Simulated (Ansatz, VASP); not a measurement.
# In3As: VASP beside Ansatz

Contents of INCAR:

```
SYSTEM = In3As
ALGO     = Fast           ! electronic algorithm
EDIFF    = 1E-6           ! SCF threshold, eV
EDIFFG   = -0.01          ! ionic threshold
ENCUT    = 600            ! plane-wave cutoff, eV
GGA      = PE             ! functional
IBRION   = 2              ! ionic algorithm
ISIF     = 3              ! what is computed and relaxed
ISMEAR   = 0              ! smearing method
LASPH    = .TRUE.         ! aspherical terms in the spheres
LCHARG   = .FALSE.        ! write CHGCAR
LREAL    = .FALSE.        ! projectors in reciprocal space
LWAVE    = .FALSE.        ! write WAVECAR
NELM     = 80             ! most SCF steps
NSW      = 100            ! ionic steps
PREC     = Accurate       ! precision mode
SIGMA    = 0.1            ! smearing width, eV
```

File KPOINTS:

```
k-points
0
G
  12 12 12
  0 0 0
```

Contents of POSCAR:

```
In3As
1.0
   -2.9694581322      2.9694581322      3.0100062722
    2.9694581322     -2.9694581322      3.0100062722
    2.9694581322      2.9694581322     -3.0100062722
In As
3 1
Direct
    0.5000000000      0.5000000000      0.0000000000
    0.5000000000      0.0000000000      0.5000000000
    0.0000000000      0.5000000000      0.5000000000
    0.0000000000      0.0000000000      0.0000000000
```

Input for Ansatz:

```yaml
crystal:
  lattice:
    - [-2.9694581322, 2.9694581322, 3.0100062722]
    - [2.9694581322, -2.9694581322, 3.0100062722]
    - [2.9694581322, 2.9694581322, -3.0100062722]
  atoms:
    - { symbol: In, position: [0.5, 0.5, 0.0] }
    - { symbol: In, position: [0.5, 0.0, 0.5] }
    - { symbol: In, position: [0.0, 0.5, 0.5] }
    - { symbol: As, position: [0.0, 0.0, 0.0] }
basis:
  ecutwfc: 420
kpoints:
  mp_grid: { grid: [12, 12, 12] }
hamiltonian:
  xc: pbe
scf:
  occupations: { method: gaussian, width: 0.1 }
output:
  forces: true
  stress: true
  eigenvalues: true
relax:
  adjacent_minimum: "off"
  f_tol: 0.01
  max_steps: 80
  cell: { stress_tol: 0.05 }
```

Alike in both runs: task relaxation of cell and atoms; functional PBE; k mesh 12 × 12 × 12; occupations gaussian, width 0.1 eV; no spin polarisation.

|  | VASP | Ansatz |
| --- | --- | --- |
| version | VASP 6.6.1 | Ansatz 0.2.0 |
| potentials or method | VASP PAW PBE potentials, release 64 (In_d, As), cutoff 600 eV | scalar-relativistic, plane waves, PAW |
| valence electrons in the cell | 44 | 54 |

Ansatz gave:

- gap on the k mesh at the Fermi level, each at its own relaxed structure (eV): none
- relaxed volume (Å³/atom): 26.66
- relaxed length of the cell vector where the two differ most in proportion (Å): 5.174

Which values does VASP return?

gap on the k mesh at the Fermi level, each at its own relaxed structure (eV): none; relaxed volume (Å³/atom): 26.69; relaxed length of the cell vector where the two differ most in proportion (Å): 5.177.

A gap of «none» marks a metal or a gap that the smearing closes. VASP's potentials hold 44 valence electrons a cell and Ansatz's 54, so a difference there can come from the potentials and not from the codes.
